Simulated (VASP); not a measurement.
**Si: single point with PBEsol**

Si:

```
CELL_PARAMETERS angstrom
0.00000 2.71658 2.71658
2.71658 0.00000 2.71658
2.71658 2.71658 0.00000
ATOMIC_POSITIONS crystal
Si 0.87500 0.87500 0.87500
Si 0.12500 0.12500 0.12500
```

| Quantity | Value |
| --- | --- |
| Program | VASP 6.6.1 |
| Task | single point |
| Functional | PBEsol |
| Potentials or basis | VASP PAW PBE potentials, release 64 (Si) |
| Cutoff | 520 eV |
| k mesh | 11 × 11 × 11 |
| Occupations | fermi-dirac, width 0.02 eV |
| Spin | no spin polarisation |
| Dipole correction | no |
| Further INCAR settings | ALGO = Normal; EDIFF = 1e-06; NBANDS = 11 |

* Pressure: 0.1 GPa
* Band gap on the k mesh: 0.48 eV, indirect (least direct gap 2.52 eV)

Levels at points of the mesh, in eV from the valence-band top:
```csv
k point,band 1,band 2,band 3,band 4,band 5,band 6,band 7,band 8,band 9
"(0.00, 0.00, 0.00)",-11.98,0.00,0.00,0.00,2.52,2.52,2.52,3.31,7.69
```

Wall time 10 s on 1 thread of Intel(R) Xeon(R) 6975P-C (Granite Rapids) (shared host), peak memory 0.16 GiB.

Caveat: the PAW data sets were made with another functional, which shifts forces and pressure a little. A k mesh can miss the band edges.
